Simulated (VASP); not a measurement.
# Al4Co3Ni in VASP: further runs

Runs on Al4Co3Ni. Level: PBE. Tasks: single point.

Everything below comes from runs of VASP 6.6.1. Logs are shortened: lines on timing, memory, paths and dates and some standing lists are left out, and cuts for length are marked.

## (1) The cell of the first run

The structure is orthorhombic, space group Pmmm (No. 47). Conventional cell: a = 2.873 Å, b = 5.690 Å, c = 5.760 Å, α = 90.00°, β = 90.00°, γ = 90.00°. Al (site symmetry m) has 6 Co at 2.47 to 2.48 Å and 2 Ni at 2.50 Å and 6 Al at 2.81 to 2.91 Å within 3.3 Å. Within 3.3 Å of Co (site symmetry mmm) lie 8 Al at 2.47 Å and 6 Co at 2.84 to 2.88 Å. Within 3.3 Å of Co (site symmetry mmm) lie 8 Al at 2.48 Å and 4 Co at 2.84 to 2.87 Å and 2 Ni at 2.88 Å. Co (site symmetry mmm) has 8 Al at 2.48 Å and 2 Ni at 2.84 Å and 4 Co at 2.87 to 2.88 Å within 3.3 Å. Ni (site symmetry mmm) has 8 Al at 2.50 Å and 4 Co at 2.84 to 2.88 Å and 2 Ni at 2.87 Å within 3.3 Å.

## (2) Single point, PBE, collinear spin, ferrimagnetic start

Input file INCAR:

```
SYSTEM = Al4Co3Ni
PREC = Accurate
ENCUT = 520
EDIFF = 1E-7
ISMEAR = 0
SIGMA = 0.1
LREAL = .FALSE.
LASPH = .TRUE.
NELM = 150
ALGO = Normal
ISIF = 2
LWAVE = .FALSE.
LCHARG = .TRUE.
ISPIN = 2
MAGMOM = 0 0 0 0 3 -3 3 2
LORBIT = 11
LMAXMIX = 4
GGA = PE
LELF = .TRUE.
LVHAR = .TRUE.
NBANDS = 38
```

Input file KPOINTS:

```
Automatic mesh
0
G
  4 4 6
  0 0 0
```

Input file POSCAR:

```
Al4Co3Ni
1.0
    5.7599424794      0.0000000000      0.0000000000
    0.0000000000      5.6895875728      0.0000000000
    0.0000000000      0.0000000000      2.8727183444
Al Co Ni
4 3 1
Direct
    0.7522745827      0.7526613997      0.5000000000
    0.7522745827      0.2473386003      0.5000000000
    0.2477254173      0.7526613997      0.5000000000
    0.2477254173      0.2473386003      0.5000000000
    0.0000000000      0.0000000000      0.0000000000
    0.0000000000      0.5000000000      0.0000000000
    0.5000000000      0.0000000000      0.0000000000
    0.5000000000      0.5000000000      0.0000000000
```

Potentials or basis: VASP PAW PBE potentials, release 64 (Al, Co, Ni).

Started as:

```console
cat potpaw_PBE.64/Al/POTCAR potpaw_PBE.64/Co/POTCAR potpaw_PBE.64/Ni/POTCAR > POTCAR
mpirun -np 1 vasp_std > vasp.out
```

OUTCAR:

```text
SYSTEM = Al4Co3Ni
   PREC = Accurate
   ENCUT = 520
   EDIFF = 1E-7
   ISMEAR = 0
   LREAL = .FALSE.
   LASPH = .TRUE.
   NELM = 150
   ISIF = 2
   ISPIN = 2
   LORBIT = 11
   GGA = PE

 ion  position               nearest neighbor table
   1  0.752  0.753  0.500-   5 2.47   5 2.47   7 2.48   7 2.48   6 2.48   6 2.48   8 2.50   8 2.50
                             2 2.81   3 2.85   2 2.88   3 2.91
   2  0.752  0.247  0.500-   5 2.47   5 2.47   7 2.48   7 2.48   6 2.48   6 2.48   8 2.50   8 2.50
                             1 2.81   4 2.85   1 2.88   4 2.91
   3  0.248  0.753  0.500-   5 2.47   5 2.47   7 2.48   7 2.48   6 2.48   6 2.48   8 2.50   8 2.50
                             4 2.81   1 2.85   4 2.88   1 2.91
   4  0.248  0.247  0.500-   5 2.47   5 2.47   7 2.48   7 2.48   6 2.48   6 2.48   8 2.50   8 2.50
                             3 2.81   2 2.85   3 2.88   2 2.91
   5  0.000  0.000  0.000-   1 2.47   2 2.47   3 2.47   4 2.47   1 2.47   2 2.47   3 2.47   4 2.47
                             6 2.84   6 2.84   7 2.88   7 2.88
   6  0.000  0.500  0.000-   1 2.48   2 2.48   3 2.48   4 2.48   1 2.48   2 2.48   3 2.48   4 2.48
                             5 2.84   5 2.84   8 2.88   8 2.88
   7  0.500  0.000  0.000-   1 2.48   2 2.48   3 2.48   4 2.48   1 2.48   2 2.48   3 2.48   4 2.48
                             8 2.84   8 2.84   5 2.88   5 2.88
   8  0.500  0.500  0.000-   1 2.50   2 2.50   3 2.50   4 2.50   1 2.50   2 2.50   3 2.50   4 2.50
                             7 2.84   7 2.84   6 2.88   6 2.88

  LATTYP: Found a simple orthorhombic cell.
 ALAT       =     2.8727183444
 B/A-ratio  =     1.9805587916
 C/A-ratio  =     2.0050494998

  Lattice vectors:

 A1 = (   0.0000000000,   0.0000000000,  -2.8727183444)
 A2 = (   0.0000000000,   5.6895875728,   0.0000000000)
 A3 = (   5.7599424794,   0.0000000000,   0.0000000000)

Analysis of symmetry for initial positions (statically):
=====================================================================
 Subroutine PRICEL returns:
 Original cell was already a primitive cell.

 Routine SETGRP: Setting up the symmetry group for a
 simple orthorhombic supercell.

 Subroutine GETGRP returns: Found  8 space group operations
 (whereof  8 operations were pure point group operations)
 out of a pool of  8 trial point group operations.

The static configuration has the point symmetry D_2h.

Analysis of symmetry for dynamics (positions and initial velocities):
=====================================================================
 Subroutine PRICEL returns:
 Original cell was already a primitive cell.

 Routine SETGRP: Setting up the symmetry group for a
 simple orthorhombic supercell.

 Subroutine GETGRP returns: Found  8 space group operations
 (whereof  8 operations were pure point group operations)
 out of a pool of  8 trial point group operations.

The dynamic configuration has the point symmetry D_2h.

Analysis of structural, dynamic, and magnetic symmetry:
=====================================================================
 Subroutine PRICEL returns:
 Original cell was already a primitive cell.

 Routine SETGRP: Setting up the symmetry group for a
 simple orthorhombic supercell.

 Subroutine GETGRP returns: Found  8 space group operations
 (whereof  8 operations were pure point group operations)
 out of a pool of  8 trial point group operations.

The overall configuration has the point symmetry D_2h.

 Subroutine INISYM returns: Found  8 space group operations
 (whereof  8 operations are pure point group operations),
 and found     1 'primitive' translations

----------------------------------------------------------------------------------------

                                     Primitive cell

  volume of cell :      94.1439

  direct lattice vectors                    reciprocal lattice vectors
     5.759942479  0.000000000  0.000000000     0.173612845  0.000000000  0.000000000
     0.000000000  5.689587573  0.000000000     0.000000000  0.175759664  0.000000000
     0.000000000  0.000000000  2.872718344     0.000000000  0.000000000  0.348102348

  length of vectors
     5.759942479  5.689587573  2.872718344     0.173612845  0.175759664  0.348102348

  position of ions in fractional coordinates (direct lattice)
     0.752274583  0.752661400  0.500000000
     0.752274583  0.247338600  0.500000000
     0.247725417  0.752661400  0.500000000
     0.247725417  0.247338600  0.500000000
     0.000000000  0.000000000  0.000000000
     0.000000000  0.500000000  0.000000000
     0.500000000  0.000000000  0.000000000
     0.500000000  0.500000000  0.000000000

  ion indices of the primitive-cell ions
   primitive index   ion index
                 1           1
                 2           2
                 3           3
                 4           4
                 5           5
                 6           6
                 7           7
                 8           8

----------------------------------------------------------------------------------------

 KPOINTS: Automatic mesh

Automatic generation of k-mesh.
 Grid dimensions read from file:
 generate k-points for:    4    4    6

 Generating k-lattice:

  Cartesian coordinates                     Fractional coordinates (reciprocal lattice)
     0.043403211  0.000000000  0.000000000     0.250000000  0.000000000  0.000000000
     0.000000000  0.043939916  0.000000000     0.000000000  0.250000000  0.000000000
     0.000000000  0.000000000  0.058017058     0.000000000  0.000000000  0.166666667

  Length of vectors
     0.043403211  0.043939916  0.058017058

  Shift w.r.t. Gamma in fractional coordinates (k-lattice)
     0.000000000  0.000000000  0.000000000

 Subroutine IBZKPT returns following result:
 ===========================================

 Found     36 irreducible k-points:

 Following reciprocal coordinates:
            Coordinates               Weight
  0.000000  0.000000  0.000000      1.000000
  0.250000  0.000000  0.000000      2.000000
  0.500000  0.000000  0.000000      1.000000
  0.000000  0.250000  0.000000      2.000000
  0.250000  0.250000  0.000000      4.000000
  0.500000  0.250000  0.000000      2.000000
[... 16 lines left out ...]
  0.250000  0.250000  0.333333      8.000000
  0.500000  0.250000  0.333333      4.000000
 [... further k-points ...]
   k-points           NKPTS =     36   k-points in BZ     NKDIM =     36   number of bands    NBANDS=     38
   number of dos      NEDOS =    301   number of ions     NIONS =      8
   total plane-waves  NPLWV =  48384
   dimension x,y,z NGX =    48 NGY =   42 NGZ =   24
   dimension x,y,z NGXF=    96 NGYF=   84 NGZF=   48
   ions per type =               4   3   1
   NGX,Y,Z   is equivalent  to a cutoff of  13.85, 12.27, 13.89 a.u.
   NGXF,Y,Z  is equivalent  to a cutoff of  27.71, 24.54, 27.78 a.u.
 SYSTEM =  Al4Co3Ni
   PREC   = accura    normal or accurate (medium, high low for compatibility)
   ISTART =      0    job   : 0-new  1-cont  2-samecut
   ICHARG =      2    charge: 1-file 2-atom 10-const
   ISPIN  =      2    spin polarized calculation?
   LNONCOLLINEAR =      F non collinear calculations
   LSORBIT =      F    spin-orbit coupling
   LASPH  =      T    aspherical Exc in radial PAW
   ENCUT  =  520.0 eV  38.22 Ry    6.18 a.u.  10.71 10.58  5.34*2*pi/ulx,y,z
   NELM   =    150;   NELMIN=  2; NELMDL= -5     # of ELM steps
   EDIFF  = 0.1E-06   stopping-criterion for ELM
   LREAL  =      F    real-space projection
   EDIFFG = 0.1E-05   stopping-criterion for IOM
   NSW    =      0    number of steps for IOM
   IBRION =     -1    ionic relax: 0-MD 1-quasi-New 2-CG
   NFREE  =      0    steps in history (QN), initial steepest desc. (CG)
   ISIF   =      2    stress and relaxation
   ISYM   =      2    0-nonsym 1-usesym 2-fastsym
   POTIM  = 0.5000    time-step for ionic-motion
   TEBEG  =    0.0;   TEEND  =   0.0 temperature during run
   PSTRESS=    0.0 pullay stress
   NELECT =      49.0000    total number of electrons
   NUPDOWN=      -1.0000    fix difference up-down
   EMIN   =  10.00;   EMAX   =-10.00  energy-range for DOS
   EFERMI =   0.00;   METHOD = LEGACY
   ISMEAR =     0;   SIGMA  =   0.10  broadening in eV -4-tet -1-fermi 0-gaus
   EFERMI_NEDOS =   21; number of points for ismear=-14 and -15
   IALGO  =     38    algorithm
   IMIX   =      4    mixing-type and parameters
     AMIX     =   0.40;   BMIX     =  1.00
     AMIX_MAG =   1.60;   BMIX_MAG =  1.00
  volume/ion in A,a.u.               =      11.77        79.41
  Fermi-wavevector in a.u.,A,eV,Ry     =   1.316870  2.488523 23.594493  1.734146
  Thomas-Fermi vector in A             =   2.446951
   LORBIT       =     11    0 simple, 1 ext, 2 COOP (PROOUT), +10 PAW based schemes
   GGA     = PE    functional components
   LHFCALC =     F    Hartree Fock is set to
   AEXX    =    0.0000 exact exchange contribution
   IVDW    =     0    specifies the selected vdW correction
   LEPSILON=     F    determine dielectric tensor
   LRPA    =     F    only Hartree local field effects (RPA)
 spin polarized calculation
 Gauss-broadening in eV      SIGMA  =   0.10
  energy-cutoff  :      520.00
  volume of cell :       94.14
 maximum number of plane-waves:      2560
 NGX is ok and might be reduce to    48
   NGX = 21   NGY = 21   NGZ = 11

 number of electron      49.0000024 magnetization       0.4160267

 Free energy of the ion-electron system (eV)
  ---------------------------------------------------
  ext. energy  EPLUGINS =         0.00000000
  ---------------------------------------------------
  free energy    TOTEN  =       -46.44173608 eV

  energy without entropy =      -46.42392224  energy(sigma->0) =      -46.43282916

 E-fermi :  10.3253     XC(G=0): -12.1688

 val. band max:       10.3239468552   @ k =   0.2500   0.0000   0.0000
 cond. band min:      10.3267685332   @ k =   0.0000   0.5000   0.5000
 fundamental gap:      0.0028216780
 Fermi energy:        10.3253275035

 spin component 1

 k-point     1 :       0.0000    0.0000    0.0000
  band No.  band energies     occupation
      1      -0.7037      1.00000
      2       3.4789      1.00000
      3       3.6198      1.00000
      4       3.6363      1.00000
      5       3.7748      1.00000
      6       5.0974      1.00000
[... 28 lines left out ...]
     35      18.8152      0.00000
     36      18.8935      0.00000
[... 866 lines left out ...]
      6       6.7246      1.00000
[... 28 lines left out ...]
     35      16.9417      0.00000
     36      17.0645      0.00000

 [... further k-points ...]

 spin component 2

 k-point     1 :       0.0000    0.0000    0.0000
  band No.  band energies     occupation
      1      -0.7175      1.00000
      2       3.4616      1.00000
      3       3.6008      1.00000
      4       3.6395      1.00000
      5       3.7836      1.00000
      6       5.1107      1.00000
[... 28 lines left out ...]
     35      18.8603      0.00000
     36      18.9342      0.00000
[... 866 lines left out ...]
      6       6.7414      1.00000
[... 28 lines left out ...]
     35      16.9532      0.00000
     36      17.0756      0.00000

 [... further k-points ...]

 [bands above 36 left out]

------------------------ aborting loop because EDIFF is reached ----------------------------------------

  FORCE on cell =-STRESS in cart. coord.  units (eV):
  Direction    XX          YY          ZZ          XY          YZ          ZX
  --------------------------------------------------------------------------------------
  -------------------------------------------------------------------------------------
  Total       -0.0635056     -0.0219788     -0.1104905      0.0000000      0.0000000      0.0000000
  in kB       -1.0807637     -0.3740441     -1.8803709      0.0000000      0.0000000      0.0000000
  external PRESSURE =      -1.1117262 kB  Pullay stress =       0.0000000 kB

 VOLUME and BASIS-vectors are now :
 -----------------------------------------------------------------------------
  energy-cutoff  :      520.00
  volume of cell :       94.14
      direct lattice vectors                 reciprocal lattice vectors
     5.759942479  0.000000000  0.000000000     0.173612845  0.000000000  0.000000000
     0.000000000  5.689587573  0.000000000     0.000000000  0.175759664  0.000000000
     0.000000000  0.000000000  2.872718344     0.000000000  0.000000000  0.348102348

 POSITION                                       TOTAL-FORCE (eV/Angst)
 -----------------------------------------------------------------------------------
      4.33306      4.28233      1.43636         0.000059     -0.002090     -0.000000
      4.33306      1.40725      1.43636         0.000059      0.002090     -0.000000
      1.42688      4.28233      1.43636        -0.000059     -0.002090      0.000000
      1.42688      1.40725      1.43636        -0.000059      0.002090      0.000000
      0.00000      0.00000      0.00000         0.000000      0.000000     -0.000000
      0.00000      2.84479      0.00000         0.000000      0.000000     -0.000000
      2.87997      0.00000      0.00000         0.000000      0.000000     -0.000000
      2.87997      2.84479      0.00000         0.000000      0.000000     -0.000000
 -----------------------------------------------------------------------------------
    total drift:                                0.000000      0.000000      0.000000

  FREE ENERGIE OF THE ION-ELECTRON SYSTEM (eV)
  ---------------------------------------------------
  free  energy   TOTEN  =       -46.4417360762 eV

  energy  without entropy=      -46.4239222379  energy(sigma->0) =      -46.43282916

 total charge

# of ion       s       p       d       tot
------------------------------------------
    1        0.391   0.422   0.000   0.813
    2        0.391   0.422   0.000   0.813
    3        0.391   0.422   0.000   0.813
    4        0.391   0.422   0.000   0.813
    5        0.436   0.509   7.506   8.451
    6        0.431   0.490   7.499   8.420
    7        0.432   0.491   7.501   8.424
    8        0.475   0.513   8.464   9.452
--------------------------------------------------
tot          3.338   3.690  30.969  37.997

 magnetization (x)

# of ion       s       p       d       tot
------------------------------------------
    1       -0.001  -0.002   0.000  -0.003
    2       -0.001  -0.002   0.000  -0.003
    3       -0.001  -0.002   0.000  -0.003
    4       -0.001  -0.002   0.000  -0.003
    5        0.004  -0.008   0.347   0.344
    6       -0.002   0.003  -0.262  -0.262
    7        0.004  -0.010   0.407   0.401
    8       -0.001  -0.000   0.006   0.005
--------------------------------------------------
tot          0.001  -0.024   0.497   0.474
```

Wall time 5.6 min (1 thread of Intel Xeon Platinum 8259CL at 2.50GHz (Skylake/Cascade Lake), shared host); peak memory 0.37 GiB.

What came out:

| Quantity | Value |
| --- | --- |
| Free energy | -46.4417 eV |
| Pressure | -0.1 GPa |
| Net moment | 0.42 μB per cell |
| Site moments | Al -0.00; Co +0.34, -0.26, +0.40; Ni +0.01 μB |
| Valence electrons inside the program's atomic spheres | Al 0.81; Co 8.45, 8.42; Ni 9.45 |

Forces in eV/Å, atoms in the order of the input:
```
Al   0.000 -0.002  0.000
Al   0.000  0.002  0.000
Al   0.000 -0.002  0.000
Al   0.000  0.002  0.000
Co   0.000  0.000  0.000
Co   0.000  0.000  0.000
Co   0.000  0.000  0.000
Ni   0.000  0.000  0.000
```

Stress tensor (GPa, compression positive):
```
-0.11  0.00  0.00
 0.00 -0.04  0.00
 0.00  0.00 -0.19
```

Caveat: the k points lie up to 0.36 Å⁻¹ apart.

## (3) Single point, PBE, collinear spin, ferrimagnetic start

This run uses another cell than the first one, of 12.99 Å³/atom, 1.104 times its volume.

Input file INCAR:

```
PREC = Accurate
ENCUT = 520
EDIFF = 1E-6
ISMEAR = 0
SIGMA = 0.1
LREAL = F
LASPH = T
NELM = 150
ALGO = Normal
ISIF = 2
LWAVE = F
LCHARG = F
ISPIN = 2
MAGMOM = 0 0 0 0 3 -3 3 2
LORBIT = 11
LMAXMIX = 4
GGA = PE
NBANDS = 38
```

Input file KPOINTS:

```
Automatic mesh
0
Gamma
  4 4 6
```

Input file POSCAR:

```
Al4Co3Ni
1.0
    5.9234211700      0.0000000000      0.0000000000
    0.0000000000      5.9234211700      0.0000000000
    0.0000000000      0.0000000000      2.9617105800
Al Co Ni
4 3 1
Direct
    0.7500000000      0.7500000000      0.5000000000
    0.7500000000      0.2500000000      0.5000000000
    0.2500000000      0.7500000000      0.5000000000
    0.2500000000      0.2500000000      0.5000000000
    0.0000000000      0.0000000000      0.0000000000
    0.0000000000      0.5000000000      0.0000000000
    0.5000000000      0.0000000000      0.0000000000
    0.5000000000      0.5000000000      0.0000000000
```

Potentials or basis: VASP PAW PBE potentials, release 64 (Al, Co, Ni).

Started as:

```console
cat potpaw_PBE.64/Al/POTCAR potpaw_PBE.64/Co/POTCAR potpaw_PBE.64/Ni/POTCAR > POTCAR
mpirun -np 1 vasp_std > vasp.out
```

Wall time 5.1 min (1 thread of Intel Xeon Platinum 8259CL at 2.50GHz (Skylake/Cascade Lake), shared host); peak memory 0.41 GiB.

The run converged. Its results:

* Free energy: -45.9685 eV
* Pressure: -13.6 GPa
* Largest force: 0.285 eV/Å
* Net moment: 0.31 μB per cell
* Site moments: Al -0.00; Co +0.39, -0.50, +0.50; Ni -0.00 μB
* Valence electrons inside the program's atomic spheres: Al 0.76; Co 8.25; Ni 9.32

Forces in eV/Å, atoms in the order of the input:
```
Al   0.174  0.225  0.000
Al   0.174 -0.225  0.000
Al  -0.174  0.225  0.000
Al  -0.174 -0.225  0.000
Co   0.000  0.000  0.000
Co   0.000  0.000  0.000
Co   0.000  0.000  0.000
Ni   0.000  0.000  0.000
```

Stress tensor (GPa, compression positive):
```
-13.28   0.00   0.00
  0.00 -14.52   0.00
  0.00   0.00 -12.98
```

Levels at points of the mesh, in eV from the Fermi level:
Spin up:
```
           k point  band 23  band 24  band 25  band 26  band 27  band 28
(0.00, 0.00, 0.00)    -0.69    -0.59    -0.59    -0.15     0.13     1.91
(0.50, 0.00, 0.00)    -0.85    -0.59    -0.48     0.17     0.96     1.31
(0.00, 0.50, 0.00)    -0.75    -0.72    -0.20    -0.07     1.11     1.17
(0.50, 0.50, 0.00)    -0.87    -0.86     1.06     1.30     1.41     1.63
(0.00, 0.00, 0.50)    -0.55    -0.47    -0.21     0.26     1.89     1.96
(0.50, 0.00, 0.50)    -0.25     0.06     0.07     0.18     0.18     0.35
(0.00, 0.50, 0.50)    -0.20     0.08     0.10     0.15     0.20     0.30
(0.50, 0.50, 0.50)    -0.62    -0.53    -0.48    -0.07    -0.06     0.58
```
Spin down:
| k point | band 22 | band 23 | band 24 | band 25 | band 26 | band 27 |
| --- | --- | --- | --- | --- | --- | --- |
| (0.00, 0.00, 0.00) | -0.72 | -0.57 | -0.57 | -0.47 | 0.09 | 0.32 |
| (0.50, 0.00, 0.00) | -0.84 | -0.71 | -0.59 | -0.05 | 0.08 | 1.19 |
| (0.00, 0.50, 0.00) | -0.92 | -0.75 | -0.50 | -0.47 | 0.49 | 0.95 |
| (0.50, 0.50, 0.00) | -0.84 | -0.83 | -0.83 | 1.06 | 1.28 | 1.67 |
| (0.00, 0.00, 0.50) | -0.61 | -0.53 | -0.24 | 0.30 | 0.36 | 1.97 |
| (0.50, 0.00, 0.50) | -0.38 | 0.13 | 0.15 | 0.16 | 0.18 | 0.32 |
| (0.00, 0.50, 0.50) | -0.44 | 0.04 | 0.05 | 0.24 | 0.24 | 0.30 |
| (0.50, 0.50, 0.50) | -0.70 | -0.61 | -0.51 | -0.48 | -0.10 | 0.56 |
